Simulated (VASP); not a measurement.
# Cu (Fm-3m) in VASP: a series of runs, part 2 of 2

VASP 6.6.1. Earlier steps stand in the parts before.

### Step 5. Single point, PBE (11.60 Å³/atom)

This run uses another cell than the first one, of 11.60 Å³/atom.

INCAR reads:

```
PREC     = Accurate       # precision mode
ENCUT    = 520            # plane-wave cutoff, eV
EDIFF    = 1E-6           # SCF threshold, eV
ISMEAR   = 0              # smearing method
SIGMA    = 0.1            # smearing width, eV
LREAL    = False          # projectors in reciprocal space
LASPH    = True           # aspherical terms in the spheres
NELM     = 100            # most SCF steps
ALGO     = Fast           # electronic algorithm
ISIF     = 2              # what is computed and relaxed
LWAVE    = False          # write WAVECAR
LCHARG   = False          # write CHGCAR
GGA      = PE             # functional
NBANDS   = 12             # bands
```

KPOINTS reads:

```
Automatic mesh
0
Gamma
  26 26 26
```

POSCAR reads:

```
Cu
1.0
    0.0000000000      1.7965044711      1.7965044711
    1.7965044711      0.0000000000      1.7965044711
    1.7965044711      1.7965044711      0.0000000000
Cu
1
Direct
    0.5000000000      0.5000000000      0.5000000000
```

Potentials or basis: VASP PAW PBE potentials, release 64 (Cu).

Launch:

```console
> cat potpaw_PBE.64/Cu/POTCAR > POTCAR
> mpirun -np 1 vasp_std > vasp.out
```

OUTCAR:

```text
PREC = Accurate
   ENCUT = 520
   EDIFF = 1E-6
   ISMEAR = 0
   LREAL = False
   LASPH = True
   NELM = 100
   ISIF = 2
   GGA = PE

 ion  position               nearest neighbor table
   1  0.500  0.500  0.500-

  LATTYP: Found a face centered cubic cell.
 ALAT       =     3.5930089422

  Lattice vectors:

 A1 = (   0.0000000000,   1.7965044711,   1.7965044711)
 A2 = (   1.7965044711,   0.0000000000,   1.7965044711)
 A3 = (   1.7965044711,   1.7965044711,   0.0000000000)

Analysis of symmetry for initial positions (statically):
=====================================================================
 Subroutine PRICEL returns:
 Original cell was already a primitive cell.

 Routine SETGRP: Setting up the symmetry group for a
 face centered cubic supercell.

 Subroutine GETGRP returns: Found 48 space group operations
 (whereof 48 operations were pure point group operations)
 out of a pool of 48 trial point group operations.

The static configuration has the point symmetry O_h .

Analysis of symmetry for dynamics (positions and initial velocities):
=====================================================================
 Subroutine PRICEL returns:
 Original cell was already a primitive cell.

 Routine SETGRP: Setting up the symmetry group for a
 face centered cubic supercell.

 Subroutine GETGRP returns: Found 48 space group operations
 (whereof 48 operations were pure point group operations)
 out of a pool of 48 trial point group operations.

The dynamic configuration has the point symmetry O_h .

 Subroutine INISYM returns: Found 48 space group operations
 (whereof 48 operations are pure point group operations),
 and found     1 'primitive' translations

----------------------------------------------------------------------------------------

                                     Primitive cell

  volume of cell :      11.5962

  direct lattice vectors                    reciprocal lattice vectors
     0.000000000  1.796504471  1.796504471    -0.278318261  0.278318261  0.278318261
     1.796504471  0.000000000  1.796504471     0.278318261 -0.278318261  0.278318261
     1.796504471  1.796504471  0.000000000     0.278318261  0.278318261 -0.278318261

  length of vectors
     2.540640988  2.540640988  2.540640988     0.482061368  0.482061368  0.482061368

  position of ions in fractional coordinates (direct lattice)
     0.500000000  0.500000000  0.500000000

  ion indices of the primitive-cell ions
   primitive index   ion index
                 1           1

----------------------------------------------------------------------------------------

 KPOINTS: Automatic mesh

Automatic generation of k-mesh.
 Grid dimensions read from file:
 generate k-points for:   26   26   26

 Generating k-lattice:

  Cartesian coordinates                     Fractional coordinates (reciprocal lattice)
    -0.010704548  0.010704548  0.010704548     0.038461538  0.000000000  0.000000000
     0.010704548 -0.010704548  0.010704548     0.000000000  0.038461538  0.000000000
     0.010704548  0.010704548 -0.010704548     0.000000000  0.000000000  0.038461538

  Length of vectors
     0.018540822  0.018540822  0.018540822

  Shift w.r.t. Gamma in fractional coordinates (k-lattice)
     0.000000000  0.000000000  0.000000000

 Subroutine IBZKPT returns following result:
 ===========================================

 Found    511 irreducible k-points:

 Following reciprocal coordinates:
            Coordinates               Weight
  0.000000  0.000000  0.000000      1.000000
  0.038462  0.000000  0.000000      8.000000
  0.076923  0.000000  0.000000      8.000000
  0.115385  0.000000  0.000000      8.000000
  0.153846  0.000000  0.000000      8.000000
  0.192308  0.000000  0.000000      8.000000
[... 16 lines left out ...]
  0.346154  0.038462  0.000000     24.000000
  0.384615  0.038462  0.000000     24.000000
 [... further k-points ...]
   k-points           NKPTS =    511   k-points in BZ     NKDIM =    511   number of bands    NBANDS=     12
   number of dos      NEDOS =    301   number of ions     NIONS =      1
   total plane-waves  NPLWV =   8000
   dimension x,y,z NGX =    20 NGY =   20 NGZ =   20
   dimension x,y,z NGXF=    40 NGYF=   40 NGZF=   40
   ions per type =               1
   NGX,Y,Z   is equivalent  to a cutoff of  13.09, 13.09, 13.09 a.u.
   NGXF,Y,Z  is equivalent  to a cutoff of  26.17, 26.17, 26.17 a.u.
 SYSTEM =  unknown system
   PREC   = accura    normal or accurate (medium, high low for compatibility)
   ISTART =      0    job   : 0-new  1-cont  2-samecut
   ICHARG =      2    charge: 1-file 2-atom 10-const
   ISPIN  =      1    spin polarized calculation?
   LNONCOLLINEAR =      F non collinear calculations
   LSORBIT =      F    spin-orbit coupling
   LASPH  =      T    aspherical Exc in radial PAW
   ENCUT  =  520.0 eV  38.22 Ry    6.18 a.u.   4.72  4.72  4.72*2*pi/ulx,y,z
   NELM   =    100;   NELMIN=  2; NELMDL= -5     # of ELM steps
   EDIFF  = 0.1E-05   stopping-criterion for ELM
   LREAL  =      F    real-space projection
   EDIFFG = 0.1E-04   stopping-criterion for IOM
   NSW    =      0    number of steps for IOM
   IBRION =     -1    ionic relax: 0-MD 1-quasi-New 2-CG
   NFREE  =      0    steps in history (QN), initial steepest desc. (CG)
   ISIF   =      2    stress and relaxation
   ISYM   =      2    0-nonsym 1-usesym 2-fastsym
   POTIM  = 0.5000    time-step for ionic-motion
   TEBEG  =    0.0;   TEEND  =   0.0 temperature during run
   PSTRESS=    0.0 pullay stress
   NELECT =      11.0000    total number of electrons
   NUPDOWN=      -1.0000    fix difference up-down
   EMIN   =  10.00;   EMAX   =-10.00  energy-range for DOS
   EFERMI =   0.00;   METHOD = LEGACY
   ISMEAR =     0;   SIGMA  =   0.10  broadening in eV -4-tet -1-fermi 0-gaus
   EFERMI_NEDOS =   21; number of points for ismear=-14 and -15
   IALGO  =     68    algorithm
   IMIX   =      4    mixing-type and parameters
     AMIX     =   0.40;   BMIX     =  1.00
     AMIX_MAG =   1.60;   BMIX_MAG =  1.00
  volume/ion in A,a.u.               =      11.60        78.25
  Fermi-wavevector in a.u.,A,eV,Ry     =   1.608548  3.039715 35.204088  2.587427
  Thomas-Fermi vector in A             =   2.704400
   LORBIT       =      0    0 simple, 1 ext, 2 COOP (PROOUT), +10 PAW based schemes
   GGA     = PE    functional components
   LHFCALC =     F    Hartree Fock is set to
   AEXX    =    0.0000 exact exchange contribution
   IVDW    =     0    specifies the selected vdW correction
   LEPSILON=     F    determine dielectric tensor
   LRPA    =     F    only Hartree local field effects (RPA)
 non-spin polarized calculation
 RMM-DIIS sequential band-by-band and
 Gauss-broadening in eV      SIGMA  =   0.10
  energy-cutoff  :      520.00
  volume of cell :       11.60
 maximum number of plane-waves:       331
   NGX =  9   NGY =  9   NGZ =  9

 number of electron      11.0000008 magnetization

 Free energy of the ion-electron system (eV)
  ---------------------------------------------------
  ext. energy  EPLUGINS =         0.00000000
  ---------------------------------------------------
  free energy    TOTEN  =        -3.72270809 eV

  energy without entropy =       -3.72134596  energy(sigma->0) =       -3.72202703

 E-fermi :   7.8331     XC(G=0): -12.8324

 val. band max:        7.8260029400   @ k =   0.4615   0.3846   0.0385
 cond. band min:       7.8389958988   @ k =   0.5000   0.1154   0.0000
 fundamental gap:      0.0129929588
 Fermi energy:         7.8331369758

 k-point     1 :       0.0000    0.0000    0.0000
  band No.  band energies     occupation
      1      -1.6769      2.00000
      2       4.7314      2.00000
      3       4.7314      2.00000
      4       4.7314      2.00000
      5       5.5771      2.00000
      6       5.5771      2.00000
      7      30.5553      0.00000
      8      33.3426      0.00000
      9      33.3426      0.00000
     10      33.3426      0.00000
     11      35.8505      0.00000
     12      35.8505      0.00000

 k-point     2 :       0.0385    0.0000    0.0000
  band No.  band energies     occupation
      1      -1.6222      2.00000
      2       4.7194      2.00000
      3       4.7421      2.00000
      4       4.7421      2.00000
      5       5.5727      2.00000
      6       5.5727      2.00000
      7      30.3060      0.00000
      8      32.4225      0.00000
      9      33.1492      0.00000
     10      33.1492      0.00000
     11      36.1210      0.00000
     12      36.1253      0.00000
[... 316 lines left out ...]
 k-point    24 :       0.3846    0.0385    0.0000
  band No.  band energies     occupation
      1       2.1966      2.00000
      2       4.7510      2.00000
      3       4.7926      2.00000
      4       5.0168      2.00000
      5       6.0347      2.00000
      6       6.0475      2.00000
      7      14.9746      0.00000
      8      29.1076      0.00000
      9      29.2454      0.00000
     10      30.8626      0.00000
     11      33.9047      0.00000
     12      35.1772      0.00000

 [... further k-points ...]
[... 5 lines left out ...]
  --------------------------------------------------------------------------------------
  -------------------------------------------------------------------------------------
  Total        0.3643108      0.3643108      0.3643108      0.0000000      0.0000000      0.0000000
  in kB       50.3347228     50.3347228     50.3347228      0.0000000      0.0000000      0.0000000
  external PRESSURE =      50.3347228 kB  Pullay stress =       0.0000000 kB

 VOLUME and BASIS-vectors are now :
 -----------------------------------------------------------------------------
  energy-cutoff  :      520.00
  volume of cell :       11.60
      direct lattice vectors                 reciprocal lattice vectors
     0.000000000  1.796504471  1.796504471    -0.278318261  0.278318261  0.278318261
     1.796504471  0.000000000  1.796504471     0.278318261 -0.278318261  0.278318261
     1.796504471  1.796504471  0.000000000     0.278318261  0.278318261 -0.278318261

 POSITION                                       TOTAL-FORCE (eV/Angst)
 -----------------------------------------------------------------------------------
      1.79650      1.79650      1.79650        -0.000000     -0.000000      0.000000
 -----------------------------------------------------------------------------------
    total drift:                                0.000000      0.000000      0.000000

  FREE ENERGIE OF THE ION-ELECTRON SYSTEM (eV)
  ---------------------------------------------------
  free  energy   TOTEN  =        -3.7227080929 eV

  energy  without entropy=       -3.7213459604  energy(sigma->0) =       -3.72202703
```

It took 2.1 min on 1 thread of Intel Xeon 8259CL, shared host; peak memory 0.18 GiB.

Results:

```yaml
Free_energy: -3.7227 eV
Pressure: 5.0 GPa
Band_gap_on_the_k_mesh: zero (an odd number of electrons rules out a gap without spin polarisation)
```

Caveat: the cell stands under pressure.

### Step 6. Single point, PBE

This run uses another cell than the first one, of 11.95 Å³/atom.

INCAR reads:

```
SYSTEM = Cu
  PREC = Accurate
  ENCUT = 520
  EDIFF = 1E-6
  ISMEAR = 0
  SIGMA = 0.1
  LREAL = .False.
  LASPH = .True.
  NELM = 100
  ALGO = Normal
  ISIF = 2
  LWAVE = .False.
  LCHARG = .True.
  GGA = PE
  LELF = .True.
  LVHAR = .True.
  NBANDS = 12
```

KPOINTS reads:

```
Automatic mesh
0
Gamma
  26 26 26
  0 0 0
```

POSCAR reads:

```
Cu
1.0
    0.0000000000      1.8148374156      1.8148374156
    1.8148374156      0.0000000000      1.8148374156
    1.8148374156      1.8148374156      0.0000000000
Cu
1
Direct
    0.5000000000      0.5000000000      0.5000000000
```

Potentials or basis: VASP PAW PBE potentials, release 64 (Cu).

Launch:

```console
> cat potpaw_PBE.64/Cu/POTCAR > POTCAR
> mpirun -np 1 vasp_std > vasp.out
```

Run time: 1.8 min. Hardware: 1 thread of Intel Xeon 8259CL, shared host; peak memory 0.18 GiB.

The run converged. Its results:

```
Free energy            : -3.7292 eV
Pressure               : 0.6 GPa
Band gap on the k mesh : zero (an odd number of electrons rules out a gap without spin polarisation)
```

Levels at points of the mesh, in eV from the Fermi level:
```
           k point  band 3  band 4  band 5  band 6  band 7  band 8  band 9  band 10
(0.00, 0.00, 0.00)   -3.01   -3.01   -2.20   -2.20   22.48   25.03   25.03    25.03
(0.50, 0.00, 0.00)   -3.04   -1.65   -1.65   -0.99    3.68   20.97   21.86    21.86
(0.50, 0.50, 0.00)   -1.66   -1.50   -1.50    1.49    7.01   12.97   12.97    17.43
```

### Step 7. Summary

| cell | gap on the mesh (eV) | pressure (GPa) |
| --- | --- | --- |
| a = 2.460 Å, angles 60.0°, 1 atom | none | 25.4 |
| a = 2.487 Å, angles 60.0°, 1 atom | none | 17.4 |
| a = 2.514 Å, angles 60.0°, 1 atom | none | 10.7 |
| a = 2.541 Å, angles 60.0°, 1 atom | none | 5.0 |
| a = 2.567 Å, angles 60.0°, 1 atom | none | 0.6 |

Alike in all rows: task single point; level PBE; potentials or basis VASP PAW PBE potentials, release 64 (Cu); no spin polarisation; k mesh 26 × 26 × 26; cutoff (eV) 520; smearing gaussian 0.1 eV.

Caveats: the cell stands under pressure (at least some runs).

Total energies depend on the potentials used, so only differences within one code and one set of settings carry meaning.
